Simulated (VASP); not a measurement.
# Au (Im-3m) in VASP: a series of runs

Au is run at these levels: r2SCAN; tasks: single point.

Everything below comes from runs of VASP 6.6.1. Logs are shortened: lines on timing, memory, paths and dates and some standing lists are left out, and cuts for length are marked.

## 1. The cell of the first run

Symmetry: Im-3m, No. 229, cubic system. The conventional cell has a = 3.219 Å, b = 3.219 Å, c = 3.219 Å, α = 90.00°, β = 90.00°, γ = 90.00°. Au (site symmetry m-3m) has 14 Au at 2.79 to 3.22 Å within 3.7 Å.

## 2. Single point, r2SCAN

File POSCAR:

```
Au
1.0
   -1.6095223668      1.6095223668      1.6095223668
    1.6095223668     -1.6095223668      1.6095223668
    1.6095223668      1.6095223668     -1.6095223668
Au
1
Direct
    0.0000000000      0.0000000000      0.0000000000
```

File INCAR.step1:

```
PREC = Accurate ; ENCUT = 520
ISMEAR = -1 ; SIGMA = 0.05
LREAL = F ; LASPH = T
NELM = 100 ; NBANDS = 12
GGA = PE ; ALGO = Normal
EDIFF = 1E-4 ; LWAVE = T
LCHARG = F
```

File INCAR.step2:

```
PREC = Accurate ; ENCUT = 520
EDIFF = 1E-6 ; ISMEAR = -1
SIGMA = 0.05 ; LREAL = F
LASPH = T ; NELM = 100
ALGO = Normal ; ISIF = 2
LWAVE = F ; LCHARG = F
METAGGA = R2SCAN ; LMIXTAU = T
NBANDS = 12 ; ISTART = 1
```

File KPOINTS:

```
regular mesh
0
Gamma
  11 11 11
```

Potentials or basis: VASP PAW PBE potentials, release 64 (Au).

Run with:

```bash
$ cat potpaw_PBE.64/Au/POTCAR > POTCAR
$ cp INCAR.step1 INCAR
$ mpirun -np 1 vasp_std > vasp.out
$ cp INCAR.step2 INCAR
$ mpirun -np 1 vasp_std > vasp.out
```

OUTCAR:

```text
PREC = Accurate
   ENCUT = 520
   EDIFF = 1E-6
   ISMEAR = -1
   LREAL = F
   LASPH = T
   NELM = 100
   ISIF = 2
   METAGGA = R2SCAN
   ISTART = 1

 ion  position               nearest neighbor table
   1  0.000  0.000  0.000-

  LATTYP: Found a body centered cubic cell.
 ALAT       =     3.2190447336

  Lattice vectors:

 A1 = (  -1.6095223668,   1.6095223668,   1.6095223668)
 A2 = (   1.6095223668,  -1.6095223668,   1.6095223668)
 A3 = (   1.6095223668,   1.6095223668,  -1.6095223668)

Analysis of symmetry for initial positions (statically):
=====================================================================
 Subroutine PRICEL returns:
 Original cell was already a primitive cell.

 Routine SETGRP: Setting up the symmetry group for a
 body centered cubic supercell.

 Subroutine GETGRP returns: Found 48 space group operations
 (whereof 48 operations were pure point group operations)
 out of a pool of 48 trial point group operations.

The static configuration has the point symmetry O_h .

Analysis of symmetry for dynamics (positions and initial velocities):
=====================================================================
 Subroutine PRICEL returns:
 Original cell was already a primitive cell.

 Routine SETGRP: Setting up the symmetry group for a
 body centered cubic supercell.

 Subroutine GETGRP returns: Found 48 space group operations
 (whereof 48 operations were pure point group operations)
 out of a pool of 48 trial point group operations.

The dynamic configuration has the point symmetry O_h .

 Subroutine INISYM returns: Found 48 space group operations
 (whereof 48 operations are pure point group operations),
 and found     1 'primitive' translations

----------------------------------------------------------------------------------------

                                     Primitive cell

  volume of cell :      16.6783

  direct lattice vectors                    reciprocal lattice vectors
    -1.609522367  1.609522367  1.609522367     0.000000000  0.310651166  0.310651166
     1.609522367 -1.609522367  1.609522367     0.310651166  0.000000000  0.310651166
     1.609522367  1.609522367 -1.609522367     0.310651166  0.310651166  0.000000000

  length of vectors
     2.787774515  2.787774515  2.787774515     0.439327092  0.439327092  0.439327092

  position of ions in fractional coordinates (direct lattice)
     0.000000000  0.000000000  0.000000000

  ion indices of the primitive-cell ions
   primitive index   ion index
                 1           1

----------------------------------------------------------------------------------------

 KPOINTS: regular mesh

Automatic generation of k-mesh.
 Grid dimensions read from file:
 generate k-points for:   11   11   11

 Generating k-lattice:

  Cartesian coordinates                     Fractional coordinates (reciprocal lattice)
     0.000000000  0.028241015  0.028241015     0.090909091  0.000000000  0.000000000
     0.028241015  0.000000000  0.028241015     0.000000000  0.090909091  0.000000000
     0.028241015  0.028241015  0.000000000     0.000000000  0.000000000  0.090909091

  Length of vectors
     0.039938827  0.039938827  0.039938827

  Shift w.r.t. Gamma in fractional coordinates (k-lattice)
     0.000000000  0.000000000  0.000000000

 Subroutine IBZKPT returns following result:
 ===========================================

 Found     56 irreducible k-points:

 Following reciprocal coordinates:
            Coordinates               Weight
  0.000000  0.000000  0.000000      1.000000
  0.090909  0.000000  0.000000     12.000000
  0.181818  0.000000  0.000000     12.000000
  0.272727  0.000000  0.000000     12.000000
  0.363636  0.000000  0.000000     12.000000
  0.454545  0.000000  0.000000     12.000000
[... 16 lines left out ...]
  0.272727  0.181818  0.090909     48.000000
  0.363636  0.181818  0.090909     24.000000
 [... further k-points ...]
   k-points           NKPTS =     56   k-points in BZ     NKDIM =     56   number of bands    NBANDS=     12
   number of dos      NEDOS =    301   number of ions     NIONS =      1
   total plane-waves  NPLWV =  13824
   dimension x,y,z NGX =    24 NGY =   24 NGZ =   24
   dimension x,y,z NGXF=    48 NGYF=   48 NGZF=   48
   ions per type =               1
   NGX,Y,Z   is equivalent  to a cutoff of  14.31, 14.31, 14.31 a.u.
   NGXF,Y,Z  is equivalent  to a cutoff of  28.62, 28.62, 28.62 a.u.
 SYSTEM =  unknown system
   PREC   = accura    normal or accurate (medium, high low for compatibility)
   ISTART =      1    job   : 0-new  1-cont  2-samecut
   ICHARG =      0    charge: 1-file 2-atom 10-const
   ISPIN  =      1    spin polarized calculation?
   LNONCOLLINEAR =      F non collinear calculations
   LSORBIT =      F    spin-orbit coupling
   LASPH  =      T    aspherical Exc in radial PAW
   ENCUT  =  520.0 eV  38.22 Ry    6.18 a.u.   5.18  5.18  5.18*2*pi/ulx,y,z
   NELM   =    100;   NELMIN=  2; NELMDL=  0     # of ELM steps
   EDIFF  = 0.1E-05   stopping-criterion for ELM
   LREAL  =      F    real-space projection
[... 7 lines left out ...]
   TEBEG  =    0.0;   TEEND  =   0.0 temperature during run
   PSTRESS=    0.0 pullay stress
   NELECT =      11.0000    total number of electrons
   NUPDOWN=      -1.0000    fix difference up-down
   EMIN   =  10.00;   EMAX   =-10.00  energy-range for DOS
   EFERMI =   0.00;   METHOD = LEGACY
   ISMEAR =    -1;   SIGMA  =   0.05  broadening in eV -4-tet -1-fermi 0-gaus
   EFERMI_NEDOS =   21; number of points for ismear=-14 and -15
   IALGO  =     38    algorithm
   IMIX   =      4    mixing-type and parameters
     AMIX     =   0.40;   BMIX     =  1.00
     AMIX_MAG =   1.60;   BMIX_MAG =  1.00
  volume/ion in A,a.u.               =      16.68       112.55
  Fermi-wavevector in a.u.,A,eV,Ry     =   1.425024  2.692904 27.629244  2.030692
  Thomas-Fermi vector in A             =   2.545452
   LORBIT       =      0    0 simple, 1 ext, 2 COOP (PROOUT), +10 PAW based schemes
   METAGGA = R2SCAN    functional components
   LHFCALC =     F    Hartree Fock is set to
   AEXX    =    0.0000 exact exchange contribution
   IVDW    =     0    specifies the selected vdW correction
   LEPSILON=     F    determine dielectric tensor
   LRPA    =     F    only Hartree local field effects (RPA)
 non-spin polarized calculation
  energy-cutoff  :      520.00
  volume of cell :       16.68
 maximum number of plane-waves:       460
 NGX is ok and might be reduce to    24
   NGX = 11   NGY = 11   NGZ = 11

 number of electron      11.0000000 magnetization

 Free energy of the ion-electron system (eV)
  ---------------------------------------------------
  ext. energy  EPLUGINS =         0.00000000
  ---------------------------------------------------
  free energy    TOTEN  =       -50.54008304 eV

  energy without entropy =      -50.53425859  energy(sigma->0) =      -50.53717081

 E-fermi :   9.5776     XC(G=0): -13.7761

 val. band max:        9.5733285755   @ k =  -0.3636   0.3636   0.2727
 cond. band min:       9.5904143557   @ k =  -0.3636   0.4545   0.0909
 fundamental gap:      0.0170857802
 Fermi energy:         9.5776089510

 k-point     1 :       0.0000    0.0000    0.0000
  band No.  band energies     occupation
      1      -0.6238      2.00000
      2       4.4308      2.00000
      3       4.4308      2.00000
      4       4.4308      2.00000
      5       6.4844      2.00000
      6       6.4844      2.00000
      7      27.1261      0.00000
      8      27.1261      0.00000
      9      27.1261      0.00000
     10      35.4263      0.00000
     11      35.4263      0.00000
     12      35.4263      0.00000

 k-point     2 :       0.0909    0.0000    0.0000
  band No.  band energies     occupation
      1      -0.3033      2.00000
      2       4.3285      2.00000
      3       4.4403      2.00000
      4       4.6620      2.00000
      5       6.3665      2.00000
      6       6.4914      2.00000
      7      27.0591      0.00000
      8      27.1833      0.00000
      9      27.5406      0.00000
     10      32.7963      0.00000
     11      32.8890      0.00000
     12      34.3211      0.00000

 k-point     3 :       0.1818    0.0000    0.0000
  band No.  band energies     occupation
      1       0.5728      2.00000
      2       4.0639      2.00000
      3       4.4709      2.00000
      4       5.3217      2.00000
      5       6.1750      2.00000
      6       6.5177      2.00000
      7      25.4023      0.00000
      8      26.6477      0.00000
      9      28.6941      0.00000
     10      30.9227      0.00000
     11      31.7092      0.00000
     12      31.8474      0.00000

 k-point     4 :       0.2727    0.0000    0.0000
  band No.  band energies     occupation
      1       1.5877      2.00000
      2       3.7366      2.00000
      3       4.8225      2.00000
      4       6.1636      2.00000
      5       6.2947      2.00000
      6       6.5697      2.00000
      7      21.6115      0.00000
      8      25.1291      0.00000
      9      28.7198      0.00000
     10      30.3202      0.00000
     11      31.2751      0.00000
     12      33.1604      0.00000

 k-point     5 :       0.3636    0.0000    0.0000
  band No.  band energies     occupation
      1       1.9902      2.00000
      2       3.4527      2.00000
      3       6.0288      2.00000
      4       6.5705      2.00000
      5       6.6360      2.00000
      6       7.3439      2.00000
      7      17.5726      0.00000
      8      23.7097      0.00000
      9      26.1462      0.00000
     10      31.9668      0.00000
     11      32.0544      0.00000
     12      35.2625      0.00000

 k-point     6 :       0.4545    0.0000    0.0000
  band No.  band energies     occupation
      1       1.9726      2.00000
      2       3.2908      2.00000
      3       6.3120      2.00000
      4       6.6845      2.00000
      5       8.0718      2.00000
      6       8.5913      2.00000
      7      14.2247      0.00000
      8      22.9192      0.00000
      9      24.6155      0.00000
     10      32.7149      0.00000
     11      33.0302      0.00000
     12      34.1324      0.00000

 k-point     7 :       0.0909    0.0909    0.0000
  band No.  band energies     occupation
      1       0.3030      2.00000
      2       4.2210      2.00000
      3       4.3255      2.00000
      4       5.1627      2.00000
      5       6.1851      2.00000
      6       6.5328      2.00000
      7      26.5156      0.00000
      8      26.9089      0.00000
      9      27.9675      0.00000
     10      30.1821      0.00000
     11      31.9896      0.00000
     12      33.5864      0.00000

 k-point     8 :       0.1818    0.0909    0.0000
  band No.  band energies     occupation
      1       1.3235      2.00000
      2       3.9435      2.00000
      3       4.3212      2.00000
      4       6.0397      2.00000
      5       6.0990      2.00000
      6       6.6120      2.00000
      7      23.6649      0.00000
      8      25.4632      0.00000
      9      28.0281      0.00000
     10      29.1694      0.00000
     11      32.4113      0.00000
     12      33.6185      0.00000
[... 166 lines left out ...]
 k-point    20 :       0.3636    0.0909    0.0909
  band No.  band energies     occupation
      1       2.4710      2.00000
      2       3.3110      2.00000
      3       6.1081      2.00000
      4       6.4518      2.00000
      5       6.6981      2.00000
      6      10.9142      0.00000
      7      14.1766      0.00000
      8      22.0298      0.00000
      9      22.2609      0.00000
     10      32.7069      0.00000
     11      34.6958      0.00000
     12      35.2318      0.00000

 k-point    21 :      -0.0909    0.0909    0.0909
  band No.  band energies     occupation
      1       0.0134      2.00000
      2       4.4671      2.00000
      3       4.4671      2.00000
      4       4.6586      2.00000
      5       6.0934      2.00000
      6       6.6260      2.00000
      7      26.7389      0.00000
      8      27.8532      0.00000
      9      27.8532      0.00000
     10      29.8363      0.00000
     11      33.5726      0.00000
     12      33.5726      0.00000

 k-point    22 :       0.1818    0.1818    0.0909
  band No.  band energies     occupation
      1       2.9482      2.00000
      2       3.6865      2.00000
      3       3.8942      2.00000
      4       6.4018      2.00000
      5       6.6269      2.00000
      6       9.1081      1.99983
      7      18.8160      0.00000
      8      21.5661      0.00000
      9      23.0979      0.00000
     10      31.0933      0.00000
     11      36.1494      0.00000
     12      37.3327      0.00000

 k-point    23 :       0.2727    0.1818    0.0909
  band No.  band energies     occupation
      1       2.9781      2.00000
      2       3.5424      2.00000
      3       4.8101      2.00000
      4       6.4975      2.00000
      5       6.7135      2.00000
      6      11.0419      0.00000
      7      15.7920      0.00000
      8      19.9190      0.00000
      9      22.3232      0.00000
     10      32.4187      0.00000
     11      35.3244      0.00000
     12      37.2044      0.00000

 k-point    24 :       0.3636    0.1818    0.0909
  band No.  band energies     occupation
      1       2.9239      2.00000
      2       3.4859      2.00000
      3       5.3159      2.00000
      4       6.5475      2.00000
      5       6.7557      2.00000
      6      13.1247      0.00000
      7      13.2742      0.00000
      8      19.2854      0.00000
      9      22.0452      0.00000
     10      33.1037      0.00000
     11      34.7834      0.00000
     12      37.2255      0.00000

 [... further k-points ...]
[... 5 lines left out ...]
  --------------------------------------------------------------------------------------
  -------------------------------------------------------------------------------------
  Total        1.0801483      1.0801483      1.0801483     -0.0000000     -0.0000000     -0.0000000
  in kB      103.7630943    103.7630943    103.7630943     -0.0000000     -0.0000000     -0.0000000
  external PRESSURE =     103.7630943 kB  Pullay stress =       0.0000000 kB

 VOLUME and BASIS-vectors are now :
 -----------------------------------------------------------------------------
  energy-cutoff  :      520.00
  volume of cell :       16.68
      direct lattice vectors                 reciprocal lattice vectors
    -1.609522367  1.609522367  1.609522367     0.000000000  0.310651166  0.310651166
     1.609522367 -1.609522367  1.609522367     0.310651166  0.000000000  0.310651166
     1.609522367  1.609522367 -1.609522367     0.310651166  0.310651166  0.000000000

 POSITION                                       TOTAL-FORCE (eV/Angst)
 -----------------------------------------------------------------------------------
      0.00000      0.00000      0.00000        -0.000000      0.000000     -0.000000
 -----------------------------------------------------------------------------------
    total drift:                                0.000000      0.000000     -0.000000

  FREE ENERGIE OF THE ION-ELECTRON SYSTEM (eV)
  ---------------------------------------------------
  free  energy   TOTEN  =       -50.5400830416 eV

  energy  without entropy=      -50.5342585872  energy(sigma->0) =      -50.53717081
```

Wall time 84 s (1 thread of AMD EPYC 7R43 (Zen 3), shared host); peak memory 0.11 GiB.

What came out:

```
Free energy : -50.5401 eV
Pressure    : 10.4 GPa
```

Caveat: the PAW data sets were made with another functional, which shifts forces and pressure a little; spin-orbit coupling is left out, which moves the levels of the heavy elements.

## 3. Single point, r2SCAN

This run uses another cell than the first one, of 17.13 Å³/atom, 1.027 times its volume.

File POSCAR:

```
Au
1.0
   -1.6238350677      1.6238350677      1.6238350677
    1.6238350677     -1.6238350677      1.6238350677
    1.6238350677      1.6238350677     -1.6238350677
Au
1
Direct
    0.0000000000      0.0000000000      0.0000000000
```

INCAR.step1 is that of step 2.

INCAR.step2 is that of step 2.

File KPOINTS:

```
Automatic mesh
0
Gamma
  11 11 11
```

Potentials or basis: VASP PAW PBE potentials, release 64 (Au).

Run with:

```bash
$ cat potpaw_PBE.64/Au/POTCAR > POTCAR
$ cp INCAR.step1 INCAR
$ mpirun -np 1 vasp_std > vasp.out
$ cp INCAR.step2 INCAR
$ mpirun -np 1 vasp_std > vasp.out
```

Run time: 81 s. Hardware: 1 thread of AMD EPYC 7R43 (Zen 3), shared host; peak memory 0.12 GiB.

Results (log left out):

```
Free energy : -50.5621 eV
Pressure    : 5.3 GPa
```

Levels at points of the mesh, in eV from the Fermi level:
```csv
k point,band 2,band 3,band 4,band 5,band 6,band 7,band 8,band 9
"(0.00, 0.00, 0.00)",-5.00,-5.00,-5.00,-3.03,-3.03,17.53,17.53,17.53
```

Caveat: the PAW data sets were made with another functional, which shifts forces and pressure a little; spin-orbit coupling is left out, which moves the levels of the heavy elements.

## 4. Single point, r2SCAN

This run uses another cell than the first one, of 17.67 Å³/atom, 1.059 times its volume.

File POSCAR:

```
Au
1.0
   -1.6406710958      1.6406710958      1.6406710958
    1.6406710958     -1.6406710958      1.6406710958
    1.6406710958      1.6406710958     -1.6406710958
Au
1
Direct
    0.0000000000      0.0000000000      0.0000000000
```

File INCAR.step1:

```
SYSTEM = Au
ALGO = Normal
EDIFF = 1E-4
ENCUT = 520
GGA = PE
ISMEAR = -1
LASPH = .True.
LCHARG = .False.
LREAL = .False.
LWAVE = .True.
NBANDS = 12
NELM = 100
PREC = Accurate
SIGMA = 0.05
```

File INCAR.step2:

```
SYSTEM = Au
ALGO = Normal
EDIFF = 1E-6
ENCUT = 520
ISIF = 2
ISMEAR = -1
ISTART = 1
LASPH = .True.
LCHARG = .False.
LMIXTAU = .True.
LREAL = .False.
LWAVE = .False.
METAGGA = R2SCAN
NBANDS = 12
NELM = 100
PREC = Accurate
SIGMA = 0.05
```

File KPOINTS:

```
k-points
0
Gamma
  11 11 11
  0 0 0
```

Run with:

```bash
$ cat potpaw_PBE.64/Au/POTCAR > POTCAR
$ cp INCAR.step1 INCAR
$ mpirun -np 1 vasp_std > vasp.out
$ cp INCAR.step2 INCAR
$ mpirun -np 1 vasp_std > vasp.out
```

Wall time 78 s (1 thread of AMD EPYC 7R43 (Zen 3), shared host); peak memory 0.11 GiB.

It converged, with:

```yaml
Free_energy: -50.5715 eV
Pressure: 0.3 GPa
```

Levels at points of the mesh, in eV from the Fermi level:
| k point | band 2 | band 3 | band 4 | band 5 | band 6 | band 7 | band 8 | band 9 | band 10 | band 11 |
| --- | --- | --- | --- | --- | --- | --- | --- | --- | --- | --- |
| (0.00, 0.00, 0.00) | -4.83 | -4.83 | -4.83 | -2.96 | -2.96 | 17.51 | 17.51 | 17.51 | 24.71 | 24.71 |

Caveat: the PAW data sets were made with another functional, which shifts forces and pressure a little; spin-orbit coupling is left out, which moves the levels of the heavy elements.

## 5. Overview

| cell | gap on the mesh (eV) | pressure (GPa) |
| --- | --- | --- |
| a = 2.788 Å, angles 109.5°, 1 atom | none | 10.4 |
| a = 2.813 Å, angles 109.5°, 1 atom | none | 5.3 |
| a = 2.842 Å, angles 109.5°, 1 atom | none | 0.3 |

Alike in all rows: task single point; level r2SCAN; potentials or basis VASP PAW PBE potentials, release 64 (Au); no spin polarisation; k mesh 11 × 11 × 11; cutoff (eV) 520; smearing fermi-dirac 0.05 eV.

Caveats: the PAW data sets were made with another functional, which shifts forces and pressure a little; spin-orbit coupling is left out, which moves the levels of the heavy elements.

Absolute energies hang on the potentials; compare differences alone.
